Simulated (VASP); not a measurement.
# Si3N4 (P-42m) in VASP: notebook, part 2 of 2

VASP 6.6.1.

**4. Single point, PBE**

This run uses another cell than the first one, of 10.27 Å³/atom, 1.062 times its volume.

The input, INCAR:

```
  PREC = Accurate
  ENCUT = 520
  EDIFF = 1E-6
  ISMEAR = -1
  SIGMA = 0.05
  LREAL = False
  LASPH = True
  NELM = 60
  ALGO = Normal
  ISIF = 2
  LWAVE = False
  LCHARG = False
  GGA = PE
  NBANDS = 25
```

The input, KPOINTS:

```
Automatic mesh
0
Gamma
  6 6 6
```

The input, POSCAR:

```
Si3N4
1.0
    4.1720878000      0.0000000000      0.0000000000
    0.0000000000      4.1720878000      0.0000000000
    0.0000000000      0.0000000000      4.1307800000
Si N
3 4
Direct
    0.0000000000      0.0000000000      0.5000000000
    0.5000000000      0.0000000000      0.0000000000
    0.0000000000      0.5000000000      0.0000000000
    0.2395200000      0.2395200000      0.7604800000
    0.7604800000      0.7604800000      0.7604800000
    0.2395200000      0.7604800000      0.2395200000
    0.7604800000      0.2395200000      0.2395200000
```

Potentials or basis: VASP PAW PBE potentials, release 64 (Si, N).

Started as:

```bash
> cat potpaw_PBE.64/Si/POTCAR potpaw_PBE.64/N/POTCAR > POTCAR
> mpirun -np 1 vasp_std > vasp.out
```

OUTCAR:

```text
PREC = Accurate
   ENCUT = 520
   EDIFF = 1E-6
   ISMEAR = -1
   LREAL = False
   LASPH = True
   NELM = 60
   ISIF = 2
   GGA = PE

 ion  position               nearest neighbor table
   1  0.000  0.000  0.500-   4 1.78   5 1.78   6 1.78   7 1.78   2 2.94   3 2.94   2 2.94   3 2.94
                             3 2.94   3 2.94   2 2.94   2 2.94
   2  0.500  0.000  0.000-   4 1.78   5 1.78   6 1.78   7 1.78   1 2.94   1 2.94   1 2.94   1 2.94
                             3 2.95   3 2.95   3 2.95   3 2.95
   3  0.000  0.500  0.000-   4 1.78   5 1.78   6 1.78   7 1.78   1 2.94   1 2.94   1 2.94   1 2.94
                             2 2.95   2 2.95   2 2.95   2 2.95
   4  0.240  0.240  0.760-   1 1.78   2 1.78   3 1.78
   5  0.760  0.760  0.760-   1 1.78   2 1.78   3 1.78
   6  0.240  0.760  0.240-   1 1.78   2 1.78   3 1.78
   7  0.760  0.240  0.240-   1 1.78   2 1.78   3 1.78

  LATTYP: Found a simple tetragonal cell.
 ALAT       =     4.1720878000
 C/A-ratio  =     0.9900990099

  Lattice vectors:

 A1 = (   4.1720878000,   0.0000000000,   0.0000000000)
 A2 = (   0.0000000000,   4.1720878000,   0.0000000000)
 A3 = (   0.0000000000,   0.0000000000,   4.1307800000)

Analysis of symmetry for initial positions (statically):
=====================================================================
 Subroutine PRICEL returns:
 Original cell was already a primitive cell.

 Routine SETGRP: Setting up the symmetry group for a
 simple tetragonal supercell.

 Subroutine GETGRP returns: Found  8 space group operations
 (whereof  8 operations were pure point group operations)
 out of a pool of 16 trial point group operations.

The static configuration has the point symmetry D_2d.

Analysis of symmetry for dynamics (positions and initial velocities):
=====================================================================
 Subroutine PRICEL returns:
 Original cell was already a primitive cell.

 Routine SETGRP: Setting up the symmetry group for a
 simple tetragonal supercell.

 Subroutine GETGRP returns: Found  8 space group operations
 (whereof  8 operations were pure point group operations)
 out of a pool of 16 trial point group operations.

The dynamic configuration has the point symmetry D_2d.

 Subroutine INISYM returns: Found  8 space group operations
 (whereof  8 operations are pure point group operations),
 and found     1 'primitive' translations

----------------------------------------------------------------------------------------

                                     Primitive cell

  volume of cell :      71.9017

  direct lattice vectors                    reciprocal lattice vectors
     4.172087800  0.000000000  0.000000000     0.239688148  0.000000000  0.000000000
     0.000000000  4.172087800  0.000000000     0.000000000  0.239688148  0.000000000
     0.000000000  0.000000000  4.130780000     0.000000000  0.000000000  0.242085030

  length of vectors
     4.172087800  4.172087800  4.130780000     0.239688148  0.239688148  0.242085030

  position of ions in fractional coordinates (direct lattice)
     0.000000000  0.000000000  0.500000000
     0.500000000  0.000000000  0.000000000
     0.000000000  0.500000000  0.000000000
     0.239520000  0.239520000  0.760480000
     0.760480000  0.760480000  0.760480000
[... 44 lines left out ...]
  0.500000  0.000000  0.000000      2.000000
  0.166667  0.166667  0.000000      4.000000
  0.333333  0.166667  0.000000      8.000000
[... 16 lines left out ...]
  0.333333  0.000000  0.333333      8.000000
  0.500000  0.000000  0.333333      4.000000
 [... further k-points ...]
   k-points           NKPTS =     40   k-points in BZ     NKDIM =     40   number of bands    NBANDS=     25
   number of dos      NEDOS =    301   number of ions     NIONS =      7
   total plane-waves  NPLWV =  32768
   dimension x,y,z NGX =    32 NGY =   32 NGZ =   32
   dimension x,y,z NGXF=    64 NGYF=   64 NGZF=   64
   ions per type =               3   4
   NGX,Y,Z   is equivalent  to a cutoff of  12.75, 12.75, 12.88 a.u.
   NGXF,Y,Z  is equivalent  to a cutoff of  25.50, 25.50, 25.76 a.u.
 SYSTEM =  unknown system
   PREC   = accura    normal or accurate (medium, high low for compatibility)
   ISTART =      0    job   : 0-new  1-cont  2-samecut
   ICHARG =      2    charge: 1-file 2-atom 10-const
   ISPIN  =      1    spin polarized calculation?
   LNONCOLLINEAR =      F non collinear calculations
   LSORBIT =      F    spin-orbit coupling
   LASPH  =      T    aspherical Exc in radial PAW
   ENCUT  =  520.0 eV  38.22 Ry    6.18 a.u.   7.76  7.76  7.68*2*pi/ulx,y,z
   NELM   =     60;   NELMIN=  2; NELMDL= -5     # of ELM steps
   EDIFF  = 0.1E-05   stopping-criterion for ELM
   LREAL  =      F    real-space projection
   EDIFFG = 0.1E-04   stopping-criterion for IOM
   NSW    =      0    number of steps for IOM
   IBRION =     -1    ionic relax: 0-MD 1-quasi-New 2-CG
   NFREE  =      0    steps in history (QN), initial steepest desc. (CG)
   ISIF   =      2    stress and relaxation
   ISYM   =      2    0-nonsym 1-usesym 2-fastsym
   POTIM  = 0.5000    time-step for ionic-motion
   TEBEG  =    0.0;   TEEND  =   0.0 temperature during run
   PSTRESS=    0.0 pullay stress
   NELECT =      32.0000    total number of electrons
   NUPDOWN=      -1.0000    fix difference up-down
   EMIN   =  10.00;   EMAX   =-10.00  energy-range for DOS
   EFERMI =   0.00;   METHOD = LEGACY
   ISMEAR =    -1;   SIGMA  =   0.05  broadening in eV -4-tet -1-fermi 0-gaus
   EFERMI_NEDOS =   21; number of points for ismear=-14 and -15
   IALGO  =     38    algorithm
   IMIX   =      4    mixing-type and parameters
     AMIX     =   0.40;   BMIX     =  1.00
     AMIX_MAG =   1.60;   BMIX_MAG =  1.00
  volume/ion in A,a.u.               =      10.27        69.32
  Fermi-wavevector in a.u.,A,eV,Ry     =   1.249909  2.361986 21.256019  1.562273
  Thomas-Fermi vector in A             =   2.383928
   LORBIT       =      0    0 simple, 1 ext, 2 COOP (PROOUT), +10 PAW based schemes
   GGA     = PE    functional components
   LHFCALC =     F    Hartree Fock is set to
   AEXX    =    0.0000 exact exchange contribution
   IVDW    =     0    specifies the selected vdW correction
   LEPSILON=     F    determine dielectric tensor
   LRPA    =     F    only Hartree local field effects (RPA)
 non-spin polarized calculation
  energy-cutoff  :      520.00
  volume of cell :       71.90
 maximum number of plane-waves:      1956
 NGX is ok and might be reduce to    32
   NGX = 15   NGY = 15   NGZ = 15

 number of electron      32.0000003 magnetization

 Free energy of the ion-electron system (eV)
  ---------------------------------------------------
  ext. energy  EPLUGINS =         0.00000000
  ---------------------------------------------------
  free energy    TOTEN  =       -55.52825819 eV

  energy without entropy =      -55.52825819  energy(sigma->0) =      -55.52825819

 E-fermi :   7.7596     XC(G=0): -11.0534

 val. band max:        6.6722802955   @ k =   0.5000   0.5000   0.5000
 cond. band min:       9.2784538373   @ k =   0.0000   0.0000   0.0000
 fundamental gap:      2.6061735418
 Fermi energy:         7.7595647595

 k-point     1 :       0.0000    0.0000    0.0000
  band No.  band energies     occupation
      1     -11.2202      2.00000
      2      -7.4617      2.00000
      3      -7.4617      2.00000
      4      -7.4049      2.00000
      5      -1.9900      2.00000
      6      -1.9075      2.00000
[... 661 lines left out ...]
     24      16.1863      0.00000
     25      17.0369      0.00000

 [... further k-points ...]

------------------------ aborting loop because EDIFF is reached ----------------------------------------

  FORCE on cell =-STRESS in cart. coord.  units (eV):
  Direction    XX          YY          ZZ          XY          YZ          ZX
  --------------------------------------------------------------------------------------
  -------------------------------------------------------------------------------------
  Total       -2.3954049     -2.3954049     -1.6625786      0.0000000      0.0000000      0.0000000
  in kB      -53.3765593    -53.3765593    -37.0470667      0.0000000      0.0000000      0.0000000
  external PRESSURE =     -47.9333951 kB  Pullay stress =       0.0000000 kB

 VOLUME and BASIS-vectors are now :
 -----------------------------------------------------------------------------
  energy-cutoff  :      520.00
  volume of cell :       71.90
      direct lattice vectors                 reciprocal lattice vectors
     4.172087800  0.000000000  0.000000000     0.239688148  0.000000000  0.000000000
     0.000000000  4.172087800  0.000000000     0.000000000  0.239688148  0.000000000
     0.000000000  0.000000000  4.130780000     0.000000000  0.000000000  0.242085030

 POSITION                                       TOTAL-FORCE (eV/Angst)
 -----------------------------------------------------------------------------------
      0.00000      0.00000      2.06539        -0.000000     -0.000000     -0.000000
      2.08604      0.00000      0.00000         0.000000     -0.000000     -0.000000
      0.00000      2.08604      0.00000        -0.000000     -0.000000     -0.000000
      0.99930      0.99930      3.14138        -0.116857     -0.116857      0.079326
      3.17279      3.17279      3.14138         0.116857      0.116857      0.079326
      0.99930      3.17279      0.98940        -0.116857      0.116857     -0.079326
      3.17279      0.99930      0.98940         0.116857     -0.116857     -0.079326
 -----------------------------------------------------------------------------------
    total drift:                                0.000000      0.000000      0.000000

  FREE ENERGIE OF THE ION-ELECTRON SYSTEM (eV)
  ---------------------------------------------------
  free  energy   TOTEN  =       -55.5282581925 eV

  energy  without entropy=      -55.5282581924  energy(sigma->0) =      -55.52825819
```

Run time: 96 s. Hardware: 1 thread of AMD EPYC 7R13, shared host; peak memory 0.17 GiB.

Results:

```yaml
Free_energy: -55.5283 eV
Pressure: -4.8 GPa
Largest_force: 0.183 eV/Å
Band_gap_on_the_k_mesh: 2.61 eV, indirect (least direct gap 2.83 eV)
```

Forces on the atoms (eV/Å):
```
Si   0.000  0.000  0.000
Si   0.000  0.000  0.000
Si   0.000  0.000  0.000
N   -0.117 -0.117  0.079
N    0.117  0.117  0.079
N   -0.117  0.117 -0.079
N    0.117 -0.117 -0.079
```

Levels at points of the mesh, in eV from the valence-band top:
| k point | band 13 | band 14 | band 15 | band 16 | band 17 | band 18 | band 19 | band 20 |
| --- | --- | --- | --- | --- | --- | --- | --- | --- |
| (0.00, 0.00, 0.00) | -3.33 | -0.26 | -0.26 | -0.23 | 2.61 | 2.66 | 2.66 | 3.91 |
| (0.50, 0.00, 0.00) | -3.21 | -2.26 | -0.58 | -0.57 | 4.70 | 5.58 | 5.59 | 5.61 |
| (0.50, 0.50, 0.00) | -2.58 | -1.76 | -0.33 | -0.33 | 6.01 | 6.01 | 7.72 | 7.73 |
| (0.00, 0.00, 0.50) | -3.20 | -2.26 | -0.61 | -0.61 | 4.75 | 5.58 | 5.71 | 5.71 |
| (0.50, 0.00, 0.50) | -2.51 | -1.80 | -0.28 | -0.28 | 6.11 | 6.17 | 7.74 | 7.76 |
| (0.50, 0.50, 0.50) | -2.76 | -0.07 | -0.07 | 0.00 | 5.40 | 5.40 | 5.52 | 8.14 |

A k mesh can miss the band edges. PBE gaps usually lie below the measured ones, often by a third to a half.

**5. The runs side by side**

| cell | gap on the mesh (eV) | pressure (GPa) | largest force (eV/Å) |
| --- | --- | --- | --- |
| a = 4.048, b = 4.048, c = 4.131 Å, 7 atoms | 2.67 | 10.2 | 0.35 |
| a = 4.089, b = 4.089, c = 4.131 Å, 7 atoms | 2.70 | 4.8 | 0.16 |
| a = 4.172, b = 4.172, c = 4.131 Å, 7 atoms | 2.61 | -4.8 | 0.18 |

Alike in all rows: task single point; level PBE; potentials or basis VASP PAW PBE potentials, release 64 (Si, N); no spin polarisation; k mesh 6 × 6 × 6; cutoff (eV) 520; smearing fermi-dirac 0.05 eV.

Total energies depend on the potentials used, so only differences within one code and one set of settings carry meaning.
